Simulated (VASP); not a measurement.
# KBr (Fm-3m) in VASP: a series of runs, part 2 of 2

VASP 6.6.1.

## Step 4: Relaxation of cell and atoms, PBEsol

Contents of INCAR:

```
  PREC = Accurate
  ENCUT = 600
  EDIFF = 1E-7
  ISMEAR = -1
  SIGMA = 0.02
  LREAL = F
  LASPH = T
  NELM = 60
  ALGO = Normal
  ISIF = 3
  LWAVE = F
  LCHARG = F
  GGA = PS
  IBRION = 2
  NSW = 80
  EDIFFG = -0.02
```

Contents of KPOINTS:

```
regular mesh
0
Gamma
  6 6 6
```

Contents of POSCAR:

```
KBr
1.0
    0.0000000000      3.2730462384      3.2730462384
    3.2730462384      0.0000000000      3.2730462384
    3.2730462384      3.2730462384      0.0000000000
K Br
1 1
Direct
    0.0000000000      0.0000000000      0.0000000000
    0.5000000000      0.5000000000      0.5000000000
```

Potentials or basis: VASP PAW PBE potentials, release 64 (K_sv, Br).

Launch:

```bash
> cat potpaw_PBE.64/K_sv/POTCAR potpaw_PBE.64/Br/POTCAR > POTCAR
> mpirun -np 1 vasp_std > vasp.out
```

OUTCAR:

```text
PREC = Accurate
   ENCUT = 600
   EDIFF = 1E-7
   ISMEAR = -1
   LREAL = F
   LASPH = T
   NELM = 60
   ISIF = 3
   GGA = PS
   IBRION = 2
   NSW = 80
   EDIFFG = -0.02

 ion  position               nearest neighbor table
   1  0.000  0.000  0.000-   2 3.27   2 3.27   2 3.27   2 3.27   2 3.27   2 3.27
   2  0.500  0.500  0.500-   1 3.27   1 3.27   1 3.27   1 3.27   1 3.27   1 3.27

  LATTYP: Found a face centered cubic cell.
 ALAT       =     6.5460924768

  Lattice vectors:

 A1 = (   0.0000000000,   3.2730462384,   3.2730462384)
 A2 = (   3.2730462384,   0.0000000000,   3.2730462384)
 A3 = (   3.2730462384,   3.2730462384,   0.0000000000)

Analysis of symmetry for initial positions (statically):
=====================================================================
 Subroutine PRICEL returns:
 Original cell was already a primitive cell.

 Routine SETGRP: Setting up the symmetry group for a
 face centered cubic supercell.

 Subroutine GETGRP returns: Found 48 space group operations
 (whereof 48 operations were pure point group operations)
 out of a pool of 48 trial point group operations.

The static configuration has the point symmetry O_h .

Analysis of symmetry for dynamics (positions and initial velocities):
=====================================================================
 Subroutine PRICEL returns:
 Original cell was already a primitive cell.

 Routine SETGRP: Setting up the symmetry group for a
 face centered cubic supercell.

 Subroutine GETGRP returns: Found 48 space group operations
 (whereof 48 operations were pure point group operations)
 out of a pool of 48 trial point group operations.

The dynamic configuration has the point symmetry O_h .

 Subroutine INISYM returns: Found 48 space group operations
 (whereof 48 operations are pure point group operations),
 and found     1 'primitive' translations

----------------------------------------------------------------------------------------

                                     Primitive cell

  volume of cell :      70.1272

  direct lattice vectors                    reciprocal lattice vectors
     0.000000000  3.273046238  3.273046238    -0.152762889  0.152762889  0.152762889
     3.273046238  0.000000000  3.273046238     0.152762889 -0.152762889  0.152762889
     3.273046238  3.273046238  0.000000000     0.152762889  0.152762889 -0.152762889

  length of vectors
     4.628786381  4.628786381  4.628786381     0.264593086  0.264593086  0.264593086

  position of ions in fractional coordinates (direct lattice)
     0.000000000  0.000000000  0.000000000
     0.500000000  0.500000000  0.500000000

  ion indices of the primitive-cell ions
   primitive index   ion index
                 1           1
                 2           2

----------------------------------------------------------------------------------------

 KPOINTS: regular mesh

Automatic generation of k-mesh.
 Grid dimensions read from file:
 generate k-points for:    6    6    6

 Generating k-lattice:

  Cartesian coordinates                     Fractional coordinates (reciprocal lattice)
[... 31 lines left out ...]
 -0.333333  0.333333  0.166667     24.000000
 -0.333333  0.500000  0.166667     12.000000
   k-points           NKPTS =     16   k-points in BZ     NKDIM =     16   number of bands    NBANDS=     12
   number of dos      NEDOS =    301   number of ions     NIONS =      2
   total plane-waves  NPLWV =  64000
   dimension x,y,z NGX =    40 NGY =   40 NGZ =   40
   dimension x,y,z NGXF=    80 NGYF=   80 NGZF=   80
   ions per type =               1   1
   NGX,Y,Z   is equivalent  to a cutoff of  14.37, 14.37, 14.37 a.u.
   NGXF,Y,Z  is equivalent  to a cutoff of  28.73, 28.73, 28.73 a.u.
 SYSTEM =  unknown system
   PREC   = accura    normal or accurate (medium, high low for compatibility)
   ISTART =      0    job   : 0-new  1-cont  2-samecut
   ICHARG =      2    charge: 1-file 2-atom 10-const
   ISPIN  =      1    spin polarized calculation?
   LNONCOLLINEAR =      F non collinear calculations
   LSORBIT =      F    spin-orbit coupling
   LASPH  =      T    aspherical Exc in radial PAW
   ENCUT  =  600.0 eV  44.10 Ry    6.64 a.u.   9.24  9.24  9.24*2*pi/ulx,y,z
   NELM   =     60;   NELMIN=  2; NELMDL= -5     # of ELM steps
   EDIFF  = 0.1E-06   stopping-criterion for ELM
   LREAL  =      F    real-space projection
   EDIFFG = -.2E-01   stopping-criterion for IOM
   NSW    =     80    number of steps for IOM
   IBRION =      2    ionic relax: 0-MD 1-quasi-New 2-CG
   NFREE  =      1    steps in history (QN), initial steepest desc. (CG)
   ISIF   =      3    stress and relaxation
   ISYM   =      2    0-nonsym 1-usesym 2-fastsym
   POTIM  = 0.5000    time-step for ionic-motion
   TEBEG  =    0.0;   TEEND  =   0.0 temperature during run
   PSTRESS=    0.0 pullay stress
   NELECT =      16.0000    total number of electrons
   NUPDOWN=      -1.0000    fix difference up-down
   EMIN   =  10.00;   EMAX   =-10.00  energy-range for DOS
   EFERMI =   0.00;   METHOD = LEGACY
   ISMEAR =    -1;   SIGMA  =   0.02  broadening in eV -4-tet -1-fermi 0-gaus
   EFERMI_NEDOS =   21; number of points for ismear=-14 and -15
   IALGO  =     38    algorithm
   IMIX   =      4    mixing-type and parameters
     AMIX     =   0.40;   BMIX     =  1.00
     AMIX_MAG =   1.60;   BMIX_MAG =  1.00
  volume/ion in A,a.u.               =      35.06       236.62
  Fermi-wavevector in a.u.,A,eV,Ry     =   1.000352  1.890390 13.615396  1.000703
  Thomas-Fermi vector in A             =   2.132702
   LORBIT       =      0    0 simple, 1 ext, 2 COOP (PROOUT), +10 PAW based schemes
   GGA     = PS    functional components
   LHFCALC =     F    Hartree Fock is set to
   AEXX    =    0.0000 exact exchange contribution
   IVDW    =     0    specifies the selected vdW correction
   LEPSILON=     F    determine dielectric tensor
   LRPA    =     F    only Hartree local field effects (RPA)
 conjugate gradient relaxation of ions
 non-spin polarized calculation
  energy-cutoff  :      600.00
  volume of cell :       70.13
 maximum number of plane-waves:      2362
 NGX is ok and might be reduce to    40
   NGX = 19   NGY = 19   NGZ = 19

 number of electron      16.0000001 magnetization

 Free energy of the ion-electron system (eV)
  ---------------------------------------------------
  ext. energy  EPLUGINS =         0.00000000
  ---------------------------------------------------
  free energy    TOTEN  =        -6.45985180 eV

  energy without entropy =       -6.45985180  energy(sigma->0) =       -6.45985180

 E-fermi :  -1.2942     XC(G=0):  -7.6492

 val. band max:       -1.7283945450   @ k =   0.0000   0.0000   0.0000
 cond. band min:       2.6109850204   @ k =   0.0000   0.0000   0.0000
 fundamental gap:      4.3393795654
 Fermi energy:        -1.2941877124

 k-point     1 :       0.0000    0.0000    0.0000
  band No.  band energies     occupation
      1     -29.2888      2.00000
      2     -14.0664      2.00000
      3     -12.8342      2.00000
      4     -12.8342      2.00000
      5     -12.8342      2.00000
      6      -1.7284      2.00000
      7      -1.7284      2.00000
      8      -1.7284      2.00000
      9       2.6110      0.00000
     10       5.8003      0.00000
     11       5.8003      0.00000
     12       5.8003      0.00000
[... 211 lines left out ...]
 k-point    16 :      -0.3333    0.5000    0.1667
  band No.  band energies     occupation
      1     -29.2801      2.00000
      2     -14.0320      2.00000
      3     -12.9231      2.00000
      4     -12.8914      2.00000
      5     -12.7730      2.00000
      6      -2.4775      2.00000
      7      -2.2382      2.00000
      8      -2.2035      2.00000
      9       4.7458      0.00000
     10       6.1923      0.00000
     11       6.5101      0.00000
     12       7.5351      0.00000

------------------------ aborting loop because EDIFF is reached ----------------------------------------

  FORCE on cell =-STRESS in cart. coord.  units (eV):
  Direction    XX          YY          ZZ          XY          YZ          ZX
  --------------------------------------------------------------------------------------
  -------------------------------------------------------------------------------------
  Total        0.0398351      0.0398351      0.0398351      0.0000000     -0.0000000     -0.0000000
  in kB        0.9101030      0.9101030      0.9101030      0.0000000     -0.0000000     -0.0000000
  external PRESSURE =       0.9101030 kB  Pullay stress =       0.0000000 kB

 VOLUME and BASIS-vectors are now :
 -----------------------------------------------------------------------------
  energy-cutoff  :      600.00
  volume of cell :       70.13
      direct lattice vectors                 reciprocal lattice vectors
     0.000000000  3.273046238  3.273046238    -0.152762889  0.152762889  0.152762889
     3.273046238  0.000000000  3.273046238     0.152762889 -0.152762889  0.152762889
     3.273046238  3.273046238  0.000000000     0.152762889  0.152762889 -0.152762889

 POSITION                                       TOTAL-FORCE (eV/Angst)
 -----------------------------------------------------------------------------------
      0.00000      0.00000      0.00000        -0.000000      0.000000      0.000000
      3.27305      3.27305      3.27305         0.000000     -0.000000     -0.000000
 -----------------------------------------------------------------------------------
    total drift:                                0.000000     -0.000000     -0.000000

  FREE ENERGIE OF THE ION-ELECTRON SYSTEM (eV)
  ---------------------------------------------------
  free  energy   TOTEN  =        -6.4598518029 eV

  energy  without entropy=       -6.4598518029  energy(sigma->0) =       -6.45985180

 reached required accuracy - stopping structural energy minimisation
```

OSZICAR:

```text
N       E                     dE             d eps       ncg     rms          rms(c)
DAV:   1     0.108088429158E+03    0.10809E+03   -0.74311E+03   384   0.131E+03
DAV:   2     0.424329159691E-01   -0.10805E+03   -0.10134E+03   472   0.279E+02
DAV:   3    -0.635673660123E+01   -0.63992E+01   -0.63661E+01   500   0.630E+01
DAV:   4    -0.662005690566E+01   -0.26332E+00   -0.26310E+00   688   0.108E+01
DAV:   5    -0.662101028103E+01   -0.95338E-03   -0.95334E-03   508   0.711E-01    0.317E+00
DAV:   6    -0.646444896700E+01    0.15656E+00   -0.25645E-01   452   0.280E+00    0.235E+00
DAV:   7    -0.645199699898E+01    0.12452E-01   -0.11464E-01   468   0.205E+00    0.113E+00
DAV:   8    -0.645913359039E+01   -0.71366E-02   -0.13546E-02   520   0.101E+00    0.149E-01
DAV:   9    -0.645942728896E+01   -0.29370E-03   -0.42480E-04   496   0.139E-01    0.824E-02
DAV:  10    -0.645984764393E+01   -0.42035E-03   -0.50257E-04   440   0.159E-01    0.232E-02
DAV:  11    -0.645984878743E+01   -0.11435E-05   -0.11079E-05   544   0.216E-02    0.659E-03
DAV:  12    -0.645985128381E+01   -0.24964E-05   -0.21558E-06   468   0.129E-02    0.125E-03
DAV:  13    -0.645985171349E+01   -0.42967E-06   -0.53307E-07   472   0.500E-03    0.142E-03
DAV:  14    -0.645985180287E+01   -0.89380E-07   -0.65958E-08   368   0.204E-03
   1 F= -.64598518E+01 E0= -.64598518E+01  d E =-.645985E+01
```

Run time: 37 s. Hardware: 1 thread of Intel Xeon Platinum 8375C at 2.90GHz (Ice Lake), shared host; peak memory 0.23 GiB.

What came out:

```
Free energy             : -6.4599 eV
Pressure after relaxing : 0.1 GPa
Band gap on the k mesh  : 4.34 eV, direct
```

Final structure:
```
K Br
1.0
     0.00000    3.27305    3.27305
     3.27305    0.00000    3.27305
     3.27305    3.27305    0.00000
K Br
1 1
Direct
  0.00000 0.00000 0.00000
  0.50000 0.50000 0.50000
```

Caveat: the relaxation stopped at its first step, so nothing moved; the PAW data sets were made with another functional, which shifts forces and pressure a little.

## Step 5: Relaxation of cell and atoms, PBEsol

This run uses another cell than the first one, of 36.59 Å³/atom, 1.044 times its volume.

Contents of INCAR:

```
SYSTEM = KBr
PREC     = Accurate       ! precision mode
ENCUT    = 600            ! plane-wave cutoff, eV
EDIFF    = 1E-6           ! SCF threshold, eV
ISMEAR   = -1             ! smearing method
SIGMA    = 0.02           ! smearing width, eV
LREAL    = .False.        ! projectors in reciprocal space
LASPH    = .True.         ! aspherical terms in the spheres
NELM     = 80             ! most SCF steps
ALGO     = Normal         ! electronic algorithm
ISIF     = 3              ! what is computed and relaxed
LWAVE    = .False.        ! write WAVECAR
LCHARG   = .False.        ! write CHGCAR
GGA      = PS             ! functional
IBRION   = 2              ! ionic algorithm
NSW      = 80             ! ionic steps
EDIFFG   = -0.02          ! ionic threshold
```

Contents of KPOINTS:

```
regular mesh
0
Gamma
  6 6 6
  0 0 0
```

Contents of POSCAR:

```
KBr
1.0
    0.0000000000      3.3200000000      3.3200000000
    3.3200000000      0.0000000000      3.3200000000
    3.3200000000      3.3200000000      0.0000000000
K Br
1 1
Direct
    0.0000000000      0.0000000000      0.0000000000
    0.5000000000      0.5000000000      0.5000000000
```

Potentials or basis: VASP PAW PBE potentials, release 64 (K_sv, Br).

Launch:

```bash
> cat potpaw_PBE.64/K_sv/POTCAR potpaw_PBE.64/Br/POTCAR > POTCAR
> mpirun -np 1 vasp_std > vasp.out
```

OUTCAR:

```text
SYSTEM = KBr
   PREC = Accurate
   ENCUT = 600
   EDIFF = 1E-6
   ISMEAR = -1
   LREAL = .False.
   LASPH = .True.
   NELM = 80
   ISIF = 3
   GGA = PS
   IBRION = 2
   NSW = 80
   EDIFFG = -0.02

 ion  position               nearest neighbor table
   1  0.000  0.000  0.000-
   2  0.500  0.500  0.500-

  LATTYP: Found a face centered cubic cell.
 ALAT       =     6.6400000000

  Lattice vectors:

 A1 = (   0.0000000000,   3.3200000000,   3.3200000000)
 A2 = (   3.3200000000,   0.0000000000,   3.3200000000)
 A3 = (   3.3200000000,   3.3200000000,   0.0000000000)

Analysis of symmetry for initial positions (statically):
=====================================================================
 Subroutine PRICEL returns:
 Original cell was already a primitive cell.

 Routine SETGRP: Setting up the symmetry group for a
 face centered cubic supercell.

 Subroutine GETGRP returns: Found 48 space group operations
 (whereof 48 operations were pure point group operations)
 out of a pool of 48 trial point group operations.

[... 143 lines left out ...]

--------------------------------------- Ionic step        1  -------------------------------------------

 number of electron      15.9999999 magnetization

 Free energy of the ion-electron system (eV)
  ---------------------------------------------------
  ext. energy  EPLUGINS =         0.00000000
  ---------------------------------------------------
  free energy    TOTEN  =        -6.45563240 eV

  energy without entropy =       -6.45563240  energy(sigma->0) =       -6.45563240

------------------------ aborting loop because EDIFF is reached ----------------------------------------

  FORCE on cell =-STRESS in cart. coord.  units (eV):
  Direction    XX          YY          ZZ          XY          YZ          ZX
  --------------------------------------------------------------------------------------
  -------------------------------------------------------------------------------------
  Total       -0.2355472     -0.2355472     -0.2355472      0.0000000      0.0000000     -0.0000000
  in kB       -5.1563719     -5.1563719     -5.1563719      0.0000000      0.0000000     -0.0000000
  external PRESSURE =      -5.1563719 kB  Pullay stress =       0.0000000 kB
[... 59 lines left out ...]
--------------------------------------- Ionic step        3  -------------------------------------------

 number of electron      16.0000000 magnetization

 Free energy of the ion-electron system (eV)
  ---------------------------------------------------
  ext. energy  EPLUGINS =         0.00000000
  ---------------------------------------------------
  free energy    TOTEN  =        -6.46000429 eV

  energy without entropy =       -6.46000429  energy(sigma->0) =       -6.46000429

 E-fermi :  -1.3635     XC(G=0):  -7.6035

 val. band max:       -1.7716271828   @ k =   0.0000   0.0000   0.0000
 cond. band min:       2.5417640275   @ k =   0.0000   0.0000   0.0000
 fundamental gap:      4.3133912103
 Fermi energy:        -1.3634759815

 k-point     1 :       0.0000    0.0000    0.0000
  band No.  band energies     occupation
      1     -29.3544      2.00000
      2     -14.0958      2.00000
      3     -12.8987      2.00000
      4     -12.8987      2.00000
      5     -12.8987      2.00000
      6      -1.7716      2.00000
      7      -1.7716      2.00000
      8      -1.7716      2.00000
      9       2.5418      0.00000
     10       5.7576      0.00000
     11       5.7576      0.00000
     12       5.7576      0.00000
[... 252 lines left out ...]
  FREE ENERGIE OF THE ION-ELECTRON SYSTEM (eV)
  ---------------------------------------------------
  free  energy   TOTEN  =        -6.4600042903 eV

  energy  without entropy=       -6.4600042902  energy(sigma->0) =       -6.46000429

 reached required accuracy - stopping structural energy minimisation
```

Run time: 66 s. Hardware: 1 thread of Intel Xeon Platinum 8375C at 2.90GHz (Ice Lake), shared host; peak memory 0.25 GiB.

Results:

| Property | Result |
| --- | --- |
| Free energy | -6.4600 eV |
| Relaxed volume | 35.44 Å³/atom |
| Relaxed cell | a = 4.645 Å, b = 4.645 Å, c = 4.645 Å, α = 60.00°, β = 60.00°, γ = 60.00° |
| Space group after relaxing (to 0.05 Å) | Fm-3m (No. 225) |
| Energy gained by relaxing | 2.2 meV/atom |
| Ionic steps | 3 |
| Pressure after relaxing | -0.1 GPa |
| Band gap on the k mesh | 4.31 eV, direct |

The path:
```csv
step,energy change (eV),largest force (eV/Å),pressure (GPa),volume (Å³)
1,0.0000,0.0000,-0.52,73.19
2,-0.0031,0.0000,-0.28,71.95
3,-0.0044,0.0000,-0.07,70.88
```

Final structure:
```cif
data_structure
_symmetry_space_group_name_H-M 'P 1'
_symmetry_Int_Tables_number 1
_cell_length_a 4.6454
_cell_length_b 4.6454
_cell_length_c 4.6454
_cell_angle_alpha 60.000
_cell_angle_beta 60.000
_cell_angle_gamma 60.000
_cell_volume 70.88
loop_
_atom_site_label
_atom_site_type_symbol
_atom_site_fract_x
_atom_site_fract_y
_atom_site_fract_z
_atom_site_occupancy
K1 K 0.00000 0.00000 0.00000 1
Br1 Br 0.50000 0.50000 0.50000 1
```

Caveat: the PAW data sets were made with another functional, which shifts forces and pressure a little.

## Step 6: The runs side by side

```csv
task,cell,cutoff (eV),gap on the mesh (eV),pressure (GPa)
single point,"a = 4.629 Å, angles 60.0°, 2 atoms",520,4.34,0.1
relaxation of cell and atoms,"relaxed from a = 4.629 Å, angles 60.0°, 2 atoms",600,4.34,0.1
relaxation of cell and atoms,"relaxed from a = 4.695 Å, angles 60.0°, 2 atoms",600,4.31,-0.1
```

Alike in all rows: level PBEsol; potentials or basis VASP PAW PBE potentials, release 64 (K_sv, Br); no spin polarisation; k mesh 6 × 6 × 6; smearing fermi-dirac 0.02 eV.

Caveats: the PAW data sets were made with another functional, which shifts forces and pressure a little; the relaxation stopped at its first step, so nothing moved (some runs).

Absolute energies hang on the potentials; compare differences alone.
